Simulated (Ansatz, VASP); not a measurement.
GaP in VASP and in Ansatz

```
Ga P
1.0
     0.00000    2.71691    2.71691
     2.71691    0.00000    2.71691
     2.71691    2.71691    0.00000
Ga P
1 1
Direct
  0.00000 0.00000 0.00000
  0.25000 0.25000 0.25000
```

Alike in both runs: functional PBE; dispersion D4; k mesh 10 × 10 × 10; occupations gaussian, width 0.02 eV; no spin polarisation.

Ansatz relaxed the structure, and its values are those at the end. VASP's run is a single point on that final structure, the one shown.

|  | VASP | Ansatz |
| --- | --- | --- |
| version | VASP 6.6.1 | Ansatz 0.2.0 |
| potentials or method | VASP PAW PBE potentials, release 64 (Ga_d, P), cutoff 500 eV | scalar-relativistic, plane waves, PAW |
| valence electrons in the cell | 18 | 18 |

```csv
,VASP,Ansatz,Ansatz less VASP
gap on the k mesh at the Fermi level (eV),1.59,1.59,+0.001
least direct gap on the mesh (eV),1.90,1.91,+0.003
pressure (GPa),-0.1,0.0,+0.12
```
